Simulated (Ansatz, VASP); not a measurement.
**TiTe2: VASP beside Ansatz**

```
Te Ti
1.0
     3.77700    0.00000    0.00000
    -1.88850    3.27098    0.00000
     0.00000    0.00000    6.49800
Te Ti
2 1
Direct
  0.33333 0.66667 0.73720
  0.66667 0.33333 0.26280
  0.00000 0.00000 0.00000
```

Alike in both runs: functional HSE06; k mesh 5 × 5 × 3; occupations fermi-dirac, width 0.05 eV; no spin polarisation.

|  | VASP | Ansatz |
| --- | --- | --- |
| version | VASP 6.6.1 | Ansatz 0.2.0 |
| potentials or method | VASP PAW PBE potentials, release 64 (Te, Ti_sv) | Ansatz PAW |
| plane-wave cutoff (eV) | 520 | 420 |
| valence electrons in the cell | 24 | 44 |
| task | single point | band structure |

```csv
,VASP,Ansatz,Ansatz less VASP
gap on the k mesh at the Fermi level (eV),none,none,-
pressure (GPa),-0.7,-0.4,+0.26
"traceless stress, the component that is largest in VASP (GPa)",0.21,0.18,-0.032
rms of the force components (eV/Å),0.150,0.145,-0.0046
```

Atom by atom the forces differ by 0.005 eV/Å (rms over components). A gap of «none» marks a metal or a gap that the smearing closes. The functional is the same, so the differences come from potentials, cutoffs and numerics. VASP's potentials hold 24 valence electrons a cell and Ansatz's 44, so a difference there can come from the potentials and not from the codes.

The k mesh is coarse, so the values compare programs but aren't converged. Spin-orbit coupling is off throughout.
